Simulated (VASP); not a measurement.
Wanted: the native input for a VASP 6.6.1 run.

```yaml
Task: single point
Functional: PBE
Potentials_or_basis: VASP PAW PBE potentials, release 64 (Ir, Pt)
Cutoff: 500 eV
k_mesh: 14 × 14 × 14
Occupations: gaussian, width 0.1 eV
Spin: no spin polarisation
Dipole_correction: no
Further_INCAR_settings: ALGO = Normal; EDIFF = 1e-06; NBANDS = 21
```

The structure of Ir2Pt lies in POSCAR:

```
Ir2Pt
1.0
    0.0000000000      2.9790248533      2.9790248533
    2.9790248533      0.0000000000      2.9790248533
    2.9790248533      2.9790248533      0.0000000000
Ir Pt
2 1
Direct
    0.2500000000      0.2500000000      0.2500000000
    0.7500000000      0.7500000000      0.7500000000
    0.0000000000      0.0000000000      0.0000000000
```

The input as run:

INCAR

```
SYSTEM = Ir2Pt
PREC = Accurate
ENCUT = 500
EDIFF = 1E-6
ISMEAR = 0
SIGMA = 0.1
LREAL = .FALSE.
LASPH = .TRUE.
NELM = 120
ALGO = Normal
ISIF = 2
LWAVE = .FALSE.
LCHARG = .FALSE.
GGA = PE
NBANDS = 21
GGA_COMPAT = .FALSE.
```

KPOINTS

```
Automatic mesh
0
G
  14 14 14
  0 0 0
```

Potentials or basis: VASP PAW PBE potentials, release 64 (Ir, Pt).

Launch:

```bash
$ cat potpaw_PBE.64/Ir/POTCAR potpaw_PBE.64/Pt/POTCAR > POTCAR
$ mpirun -np 1 vasp_std > vasp.out
```

It gave:

```json
{"Pressure": "-0.3 GPa", "Band gap on the k mesh": "zero (bands 14 and 15 overlap by 0.64 eV)"}
```

Caveat: spin-orbit coupling is left out, which moves the levels of the heavy elements.

Wall time 110 s on 1 thread of AMD EPYC 7R43 64-Core Processor (Zen 3), with other jobs on the host, peak memory 0.22 GiB.
